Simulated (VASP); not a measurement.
# TiAl30 (a cell with a defect) in VASP: notebook

TiAl30 (a cell with a defect) is run at these levels: PBE; tasks: single point.

All numbers are computed with VASP 6.6.1; they aren't measurements. Logs are shortened: lines on timing, memory, paths and dates and some standing lists are left out, and cuts for length are marked.

### 1 The cell of the first run

The cell holds a defect, 31 atoms: a = 8.100 Å, b = 8.100 Å, c = 8.100 Å, α = 90.00°, β = 90.00°, γ = 90.00°.

### 2 Single point, PBE

File INCAR:

```
ALGO = Normal
EDIFF = 1E-6
ENCUT = 520
GGA = PE
ISIF = 2
ISMEAR = 0
LASPH = True
LCHARG = False
LREAL = Auto
LWAVE = False
NBANDS = 72
NELM = 100
PREC = Accurate
SIGMA = 0.15
```

File KPOINTS:

```
k-points
0
Gamma
  3 3 3
```

File POSCAR:

```
TiAl30
1.0
    8.1000000000      0.0000000000      0.0000000000
    0.0000000000      8.1000000000      0.0000000000
    0.0000000000      0.0000000000      8.1000000000
Ti Al
1 30
Direct
    0.7546247126     -0.2546247126      0.0000000000
    0.7446026739      0.2428304370      0.0000000000
    0.7452964717     -0.0024359322      0.2460545650
   -0.0014055958     -0.0027622770      0.0000000000
    0.2526088248      0.2473911752      0.0000000000
    0.5027622770      0.5014055958      0.0000000000
    0.2512625494      0.0029044546      0.2494530984
    0.4970955454      0.2487374506      0.2494530984
    0.7504231833      0.5004684288      0.2509865302
    0.4993263585      0.0006736415      0.5000000000
    0.7500244772      0.2478880973      0.5000000000
    0.7452964717     -0.0024359322      0.7539454350
    0.0022230265      0.4977769735      0.0000000000
    0.2571695630      0.7553973261      0.0000000000
   -0.0013242731      0.2493724425      0.2499774462
    0.2506275575      0.5013242731      0.2499774462
    0.5024359322      0.7547035283      0.2460545650
   -0.0016825141     -0.0007273916      0.5000000000
    0.2473814032      0.2526185968      0.5000000000
    0.5007273916      0.5016825141      0.5000000000
    0.7491411134      0.7508588866      0.5000000000
    0.2512625494      0.0029044546      0.7505469016
    0.4970955454      0.2487374506      0.7505469016
    0.7504231833      0.5004684288      0.7490134698
   -0.0004684288      0.7495768167      0.2509865302
   -0.0003126899      0.5003126899      0.5000000000
    0.2521119027      0.7499755228      0.5000000000
   -0.0013242731      0.2493724425      0.7500225538
    0.2506275575      0.5013242731      0.7500225538
    0.5024359322      0.7547035283      0.7539454350
   -0.0004684288      0.7495768167      0.7490134698
```

Potentials or basis: VASP PAW PBE potentials, release 64 (Ti_sv, Al).

Started as:

```console
$ cat potpaw_PBE.64/Ti_sv/POTCAR potpaw_PBE.64/Al/POTCAR > POTCAR
$ mpirun -np 1 vasp_std > vasp.out
```

OUTCAR:

```text
EDIFF = 1E-6
   ENCUT = 520
   GGA = PE
   ISIF = 2
   ISMEAR = 0
   LASPH = True
   LREAL = Auto
   NELM = 100
   PREC = Accurate

 ion  position               nearest neighbor table
   1  0.755  0.745  0.000-  13 2.84   6 2.84   4 2.84   9 2.84  24 2.84  25 2.84  31 2.84  12 2.85
                             3 2.85  30 2.85  17 2.85
   2  0.745  0.243  0.000-   3 2.81  12 2.81   8 2.85  23 2.85   4 2.86   6 2.87  15 2.89  28 2.89
                            24 2.91   9 2.91  13 2.94
   3  0.745  0.998  0.246-  17 2.78   2 2.81   1 2.85   4 2.86   8 2.86  10 2.86  21 2.87  25 2.88
                            11 2.89  15 2.89  18 2.90
   4  0.999  0.997  0.000-   1 2.84  25 2.86  31 2.86   3 2.86  12 2.86   2 2.86  14 2.87  28 2.88
                            15 2.88  22 2.88   7 2.88   5 2.89
   5  0.253  0.247  0.000-   7 2.83   8 2.83  22 2.83  23 2.83  13 2.87  15 2.89  16 2.89  28 2.89
                            29 2.89   6 2.89   4 2.89
   6  0.503  0.501  0.000-   1 2.84   9 2.86  24 2.86  17 2.86  30 2.86  14 2.86   2 2.87  29 2.88
                            16 2.88  23 2.88   8 2.88   5 2.89
   7  0.251  0.003  0.249-   8 2.82   5 2.83  14 2.85  10 2.86  15 2.86  17 2.86  19 2.87   4 2.88
                            27 2.88  18 2.88  25 2.89
   8  0.497  0.249  0.249-   7 2.82   5 2.83   2 2.85  10 2.86  16 2.86   3 2.86  19 2.87   6 2.88
                            11 2.88  20 2.88   9 2.89
   9  0.750  0.500  0.251-   1 2.84  25 2.85  26 2.85   6 2.86  20 2.86  15 2.86  21 2.86  11 2.87
                            17 2.88  13 2.88   8 2.89   2 2.91
  10  0.499  0.001  0.500-  11 2.85  27 2.85   7 2.86  22 2.86  23 2.86   8 2.86  21 2.86  12 2.86
                            17 2.86   3 2.86  30 2.86  19 2.89
  11  0.750  0.248  0.500-  18 2.85  10 2.85  15 2.86  28 2.86  24 2.87   9 2.87  26 2.88  20 2.88
                            23 2.88   8 2.88  12 2.89   3 2.89
[... 23 lines left out ...]
                            11 2.88  20 2.88  24 2.89
  24  0.750  0.500  0.749-   1 2.84  31 2.85  26 2.85   6 2.86  20 2.86  28 2.86  21 2.86  11 2.87
                            30 2.88  13 2.88  23 2.89   2 2.91
  25  1.000  0.750  0.251-   1 2.84   9 2.85  26 2.85   4 2.86  18 2.86  16 2.86  21 2.86  27 2.87
                             3 2.88  13 2.88   7 2.89  14 2.91
  26  1.000  0.500  0.500-  19 2.84   9 2.85  24 2.85  25 2.85  31 2.85  15 2.87  28 2.87  29 2.87
                            16 2.87  21 2.87  27 2.88  11 2.88
  27  0.252  0.750  0.500-  20 2.85  10 2.85  16 2.86  29 2.86  25 2.87  31 2.87  26 2.88  18 2.88
                             7 2.88  22 2.88  30 2.89  17 2.89
  28  0.999  0.249  0.750-  13 2.85  11 2.86  19 2.86  22 2.86  24 2.86  18 2.86  26 2.87   4 2.88
                            29 2.89   5 2.89   2 2.89  12 2.89
  29  0.251  0.501  0.750-  13 2.85  27 2.86  19 2.86  23 2.86  31 2.86  20 2.86  26 2.87   6 2.88
                            28 2.89   5 2.89  14 2.89  30 2.89
  30  0.502  0.755  0.754-  12 2.78  14 2.81   1 2.85   6 2.86  22 2.86  10 2.86  21 2.87  24 2.88
                            27 2.89  29 2.89  20 2.90
  31  1.000  0.750  0.749-   1 2.84  24 2.85  26 2.85   4 2.86  18 2.86  29 2.86  21 2.86  27 2.87
                            12 2.88  13 2.88  22 2.89  14 2.91

  LATTYP: Found a simple cubic cell.
 ALAT       =     8.1000000000

  Lattice vectors:

 A1 = (   8.1000000000,   0.0000000000,   0.0000000000)
 A2 = (   0.0000000000,   8.1000000000,   0.0000000000)
 A3 = (   0.0000000000,   0.0000000000,   8.1000000000)

Analysis of symmetry for initial positions (statically):
=====================================================================
 Subroutine PRICEL returns:
 Original cell was already a primitive cell.

 Routine SETGRP: Setting up the symmetry group for a
 simple cubic supercell.

 Subroutine GETGRP returns: Found  4 space group operations
 (whereof  2 operations were pure point group operations)
 out of a pool of 48 trial point group operations.

The static configuration has the point symmetry C_1h.
 The point group associated with its full space group is C_2v.

Analysis of symmetry for dynamics (positions and initial velocities):
=====================================================================
 Subroutine PRICEL returns:
 Original cell was already a primitive cell.

 Routine SETGRP: Setting up the symmetry group for a
 simple cubic supercell.

 Subroutine GETGRP returns: Found  4 space group operations
 (whereof  2 operations were pure point group operations)
 out of a pool of 48 trial point group operations.

The dynamic configuration has the point symmetry C_1h.
 The point group associated with its full space group is C_2v.

 Subroutine INISYM returns: Found  4 space group operations
 (whereof  2 operations are pure point group operations),
 and found     1 'primitive' translations

----------------------------------------------------------------------------------------

                                     Primitive cell

  volume of cell :     531.4410

  direct lattice vectors                    reciprocal lattice vectors
     8.100000000  0.000000000  0.000000000     0.123456790  0.000000000  0.000000000
     0.000000000  8.100000000  0.000000000     0.000000000  0.123456790  0.000000000
     0.000000000  0.000000000  8.100000000     0.000000000  0.000000000  0.123456790

  length of vectors
     8.100000000  8.100000000  8.100000000     0.123456790  0.123456790  0.123456790

  position of ions in fractional coordinates (direct lattice)
     0.754624713  0.745375287  0.000000000
     0.744602674  0.242830437  0.000000000
     0.745296472  0.997564068  0.246054565
     0.998594404  0.997237723  0.000000000
     0.252608825  0.247391175  0.000000000
     0.502762277  0.501405596  0.000000000
[... 23 lines left out ...]
     0.502435932  0.754703528  0.753945435
     0.999531571  0.749576817  0.749013470

  ion indices of the primitive-cell ions
   primitive index   ion index
                 1           1
                 2           2
                 3           3
                 4           4
                 5           5
                 6           6
[... 23 lines left out ...]
                30          30
                31          31

----------------------------------------------------------------------------------------

 KPOINTS: k-points

Automatic generation of k-mesh.
 Grid dimensions read from file:
 generate k-points for:    3    3    3

 Generating k-lattice:

  Cartesian coordinates                     Fractional coordinates (reciprocal lattice)
     0.041152263  0.000000000  0.000000000     0.333333333  0.000000000  0.000000000
     0.000000000  0.041152263  0.000000000     0.000000000  0.333333333  0.000000000
     0.000000000  0.000000000  0.041152263     0.000000000  0.000000000  0.333333333

  Length of vectors
     0.041152263  0.041152263  0.041152263

  Shift w.r.t. Gamma in fractional coordinates (k-lattice)
     0.000000000  0.000000000  0.000000000

 Subroutine IBZKPT returns following result:
 ===========================================

 Found      8 irreducible k-points:

 Following reciprocal coordinates:
            Coordinates               Weight
  0.000000  0.000000  0.000000      1.000000
  0.333333  0.000000  0.000000      4.000000
  0.000000  0.000000  0.333333      2.000000
  0.333333  0.333333  0.000000      2.000000
  0.000000  0.333333  0.333333      8.000000
 -0.333333  0.333333  0.000000      2.000000
  0.333333  0.333333  0.333333      4.000000
 -0.333333  0.333333  0.333333      4.000000
   k-points           NKPTS =      8   k-points in BZ     NKDIM =      8   number of bands    NBANDS=     72
   number of dos      NEDOS =    301   number of ions     NIONS =     31
   total plane-waves  NPLWV = 216000
   dimension x,y,z NGX =    60 NGY =   60 NGZ =   60
   dimension x,y,z NGXF=   120 NGYF=  120 NGZF=  120
   ions per type =               1  30
   NGX,Y,Z   is equivalent  to a cutoff of  12.31, 12.31, 12.31 a.u.
   NGXF,Y,Z  is equivalent  to a cutoff of  24.63, 24.63, 24.63 a.u.
 SYSTEM =  unknown system
   PREC   = accura    normal or accurate (medium, high low for compatibility)
   ISTART =      0    job   : 0-new  1-cont  2-samecut
   ICHARG =      2    charge: 1-file 2-atom 10-const
   ISPIN  =      1    spin polarized calculation?
   LNONCOLLINEAR =      F non collinear calculations
   LSORBIT =      F    spin-orbit coupling
   LASPH  =      T    aspherical Exc in radial PAW
   ENCUT  =  520.0 eV  38.22 Ry    6.18 a.u.  15.06 15.06 15.06*2*pi/ulx,y,z
   NELM   =    100;   NELMIN=  2; NELMDL= -5     # of ELM steps
   EDIFF  = 0.1E-05   stopping-criterion for ELM
   LREAL  =      T    real-space projection
   EDIFFG = 0.1E-04   stopping-criterion for IOM
   NSW    =      0    number of steps for IOM
   IBRION =     -1    ionic relax: 0-MD 1-quasi-New 2-CG
   NFREE  =      0    steps in history (QN), initial steepest desc. (CG)
   ISIF   =      2    stress and relaxation
   ISYM   =      2    0-nonsym 1-usesym 2-fastsym
   POTIM  = 0.5000    time-step for ionic-motion
   TEBEG  =    0.0;   TEEND  =   0.0 temperature during run
   PSTRESS=    0.0 pullay stress
   NELECT =     102.0000    total number of electrons
   NUPDOWN=      -1.0000    fix difference up-down
   EMIN   =  10.00;   EMAX   =-10.00  energy-range for DOS
   EFERMI =   0.00;   METHOD = LEGACY
   ISMEAR =     0;   SIGMA  =   0.15  broadening in eV -4-tet -1-fermi 0-gaus
   EFERMI_NEDOS =   21; number of points for ismear=-14 and -15
   IALGO  =     38    algorithm
   IMIX   =      4    mixing-type and parameters
     AMIX     =   0.40;   BMIX     =  1.00
     AMIX_MAG =   1.60;   BMIX_MAG =  1.00
  volume/ion in A,a.u.               =      17.14       115.69
  Fermi-wavevector in a.u.,A,eV,Ry     =   0.944329  1.784523 12.133087  0.891757
  Thomas-Fermi vector in A             =   2.072123
   LORBIT       =      0    0 simple, 1 ext, 2 COOP (PROOUT), +10 PAW based schemes
   GGA     = PE    functional components
   LHFCALC =     F    Hartree Fock is set to
   AEXX    =    0.0000 exact exchange contribution
   IVDW    =     0    specifies the selected vdW correction
   LEPSILON=     F    determine dielectric tensor
   LRPA    =     F    only Hartree local field effects (RPA)
 non-spin polarized calculation
 Gauss-broadening in eV      SIGMA  =   0.15
  energy-cutoff  :      520.00
  volume of cell :      531.44
 maximum number of plane-waves:     14358
   NGX = 31   NGY = 31   NGZ = 31

 number of electron     101.9999999 magnetization

 Free energy of the ion-electron system (eV)
  ---------------------------------------------------
  ext. energy  EPLUGINS =         0.00000000
  ---------------------------------------------------
  free energy    TOTEN  =      -120.60700525 eV

  energy without entropy =     -120.44163862  energy(sigma->0) =     -120.52432194

 E-fermi :   7.5157     XC(G=0): -10.0786

 val. band max:        7.5109867704   @ k =   0.3333   0.3333   0.3333
 cond. band min:       7.5361899854   @ k =  -0.3333   0.3333   0.0000
 fundamental gap:      0.0252032150
 Fermi energy:         7.5157034761

 k-point     1 :       0.0000    0.0000    0.0000
  band No.  band energies     occupation
      1     -49.4954      2.00000
      2     -25.7833      2.00000
      3     -25.7800      2.00000
      4     -25.7409      2.00000
      5      -3.2627      2.00000
      6      -1.1689      2.00000
[... 517 lines left out ...]
     62       9.2559      0.00000
     63       9.3371      0.00000
 [bands above 63 left out]

------------------------ aborting loop because EDIFF is reached ----------------------------------------

  FORCE on cell =-STRESS in cart. coord.  units (eV):
  Direction    XX          YY          ZZ          XY          YZ          ZX
  --------------------------------------------------------------------------------------
  -------------------------------------------------------------------------------------
  Total       -4.5951930     -4.5951930     -4.2267896     -0.3627549      0.0000000      0.0000000
  in kB      -13.8534929    -13.8534929    -12.7428379     -1.0936259      0.0000000      0.0000000
  external PRESSURE =     -13.4832746 kB  Pullay stress =       0.0000000 kB

 VOLUME and BASIS-vectors are now :
 -----------------------------------------------------------------------------
  energy-cutoff  :      520.00
  volume of cell :      531.44
      direct lattice vectors                 reciprocal lattice vectors
     8.100000000  0.000000000  0.000000000     0.123456790  0.000000000  0.000000000
     0.000000000  8.100000000  0.000000000     0.000000000  0.123456790  0.000000000
     0.000000000  0.000000000  8.100000000     0.000000000  0.000000000  0.123456790

 POSITION                                       TOTAL-FORCE (eV/Angst)
 -----------------------------------------------------------------------------------
      6.11246      6.03754      0.00000         0.002570     -0.002570      0.000000
      6.03128      1.96693      0.00000        -0.002135     -0.001615      0.000000
      6.03690      8.08027      1.99304         0.003061      0.004863      0.001406
      8.08861      8.07763      0.00000         0.004512     -0.007937      0.000000
      2.04613      2.00387      0.00000         0.003875     -0.003875      0.000000
      4.07237      4.06139      0.00000         0.007937     -0.004512      0.000000
[... 23 lines left out ...]
      4.06973      6.11310      6.10696        -0.004863     -0.003061     -0.001406
      8.09621      6.07157      6.06701        -0.002171     -0.007890     -0.002593
 -----------------------------------------------------------------------------------
    total drift:                               -0.021298      0.021298     -0.000000

  FREE ENERGIE OF THE ION-ELECTRON SYSTEM (eV)
  ---------------------------------------------------
  free  energy   TOTEN  =      -120.6070052481 eV

  energy  without entropy=     -120.4416386242  energy(sigma->0) =     -120.52432194
```

Run time: 8.7 min. Hardware: 1 thread of Intel Xeon Platinum 8259CL at 2.50GHz (Skylake/Cascade Lake), shared host; peak memory 0.57 GiB.

What came out:

* Free energy: -120.6070 eV
* Pressure: -1.3 GPa
* Largest force: 0.011 eV/Å
* Band gap on the k mesh: zero (bands 51 and 52 overlap by 0.08 eV)

Forces in eV/Å, atoms in the order of the input:
```
Ti   0.003 -0.003  0.000
Al  -0.002 -0.002  0.000
Al   0.003  0.005  0.001
Al   0.005 -0.008  0.000
Al   0.004 -0.004  0.000
Al   0.008 -0.005  0.000
Al  -0.003  0.004  0.003
Al  -0.004  0.003  0.003
Al   0.008  0.002  0.003
Al  -0.003  0.003  0.000
Al  -0.001 -0.009  0.000
Al   0.003  0.005 -0.001
Al   0.004 -0.004  0.000
Al   0.002  0.002  0.000
Al  -0.009 -0.005 -0.002
Al   0.005  0.009 -0.002
Al  -0.005 -0.003  0.001
Al  -0.008 -0.005  0.000
Al  -0.004  0.004  0.000
Al   0.005  0.008  0.000
Al  -0.004  0.004  0.000
Al  -0.003  0.004 -0.003
Al  -0.004  0.003 -0.003
Al   0.008  0.002 -0.003
Al  -0.002 -0.008  0.003
Al   0.001 -0.001  0.000
Al   0.009  0.001  0.000
Al  -0.009 -0.005  0.002
Al   0.005  0.009  0.002
Al  -0.005 -0.003 -0.001
Al  -0.002 -0.008 -0.003
```

(Continued in part 2 of 2.)
